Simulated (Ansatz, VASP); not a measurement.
# KAl: VASP beside Ansatz

File INCAR:

```
SYSTEM = KAl
  PREC = Accurate
  ENCUT = 520
  EDIFF = 1E-6
  ISMEAR = 0
  SIGMA = 0.1
  LREAL = .FALSE.
  LASPH = .TRUE.
  NELM = 100
  ALGO = Fast
  ISIF = 2
  LWAVE = .FALSE.
  LCHARG = .FALSE.
  GGA = PE
  NBANDS = 13
```

File KPOINTS:

```
regular mesh
0
G
  18 18 18
  0 0 0
```

POSCAR

```
KAl
1.0
    1.7328493891      1.0004610631      6.0374771445
   -1.7328493891      1.0004610631      6.0374771445
    0.0000000000     -2.0009221208      6.0374771454
K Al
1 1
Direct
    0.0000000000      0.0000000000      0.0000000000
    0.5000000000      0.5000000000      0.5000000000
```

Input for Ansatz:

```yaml
crystal:
  lattice:
    - [1.7328493891, 1.0004610631, 6.0374771445]
    - [-1.7328493891, 1.0004610631, 6.0374771445]
    - [0.0, -2.0009221208, 6.0374771454]
  atoms:
    - { symbol: K, position: [0.0, 0.0, 0.0] }
    - { symbol: Al, position: [0.5, 0.5, 0.5] }
basis:
  ecutwfc: 420
kpoints:
  mp_grid: { grid: [18, 18, 18] }
  band_path:
    path:
      - [[0.0, 0.0, 0.0], [0.5, 0.5, 0.5], [0.81502714, 0.18497286, 0.5]]
      - [[0.5, -0.18497286, 0.18497286], [0.5, 0.0, 0.0], [0.0, 0.0, 0.0], [0.34248643, -0.34248643, 0.0]]
      - [[0.65751357, 0.0, 0.34248643], [0.5, 0.0, 0.5], [0.0, 0.0, 0.0]]
    npoints: 14
hamiltonian:
  xc: pbe
scf:
  occupations: { method: gaussian, width: 0.1 }
  n_extra_bands: 6
output:
  forces: true
  stress: true
  eigenvalues: true
  populations: true
  dos: { projected: true, de: 0.02, nscf_kmesh: { grid: [22, 22, 22] } }
  bader: true
```

Alike in both runs: task single point; functional PBE; k mesh 18 × 18 × 18; occupations gaussian, width 0.1 eV; no spin polarisation.

```csv
,VASP,Ansatz
version,VASP 6.6.1,Ansatz 0.2.0
potentials or method,"VASP PAW PBE potentials, release 64 (K_sv, Al), cutoff 520 eV","scalar-relativistic, plane waves, PAW"
valence electrons in the cell,12,12
```

|  | VASP | Ansatz | Ansatz less VASP |
| --- | --- | --- | --- |
| gap on the k mesh at the Fermi level (eV) | none | none | - |
| pressure (GPa) | 0.0 | 0.0 | -0.01 |

A gap of «none» marks a metal or a gap that the smearing closes. With one functional, cell and mesh, what is left measures potentials, basis and numerics.
